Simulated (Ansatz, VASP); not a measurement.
## KCl in VASP and in Ansatz

```xyz
2
Lattice="0.0000 3.1879 3.1879 3.1879 0.0000 3.1879 3.1879 3.1879 0.0000" Properties=species:S:1:pos:R:3 pbc="T T T"
K     0.0000    0.0000    0.0000
Cl    3.1879    3.1879    3.1879
```

Change from the starting cell: volume scaled by 1.04.

Alike in both runs: task single point; functional PBEsol; k mesh 7 × 7 × 7; occupations fermi-dirac, width 0.05 eV; no spin polarisation.

|  | VASP | Ansatz |
| --- | --- | --- |
| version | VASP 6.6.1 | Ansatz 0.2.0 |
| potentials or method | VASP PAW PBE potentials, release 64 (K_sv, Cl), cutoff 520 eV | all-electron LAPW, scalar-relativistic |

```tsv
	VASP	Ansatz	Ansatz less VASP
gap on the k mesh at the Fermi level (eV)	4.90	4.91	+0.004
least direct gap on the mesh (eV)	4.90	4.91	+0.004
pressure (GPa)	-1.0	-1.0	-0.03
```

VASP's potentials were made for PBE, not for PBEsol. Ansatz ran all-electron here, and VASP with PAW potentials.
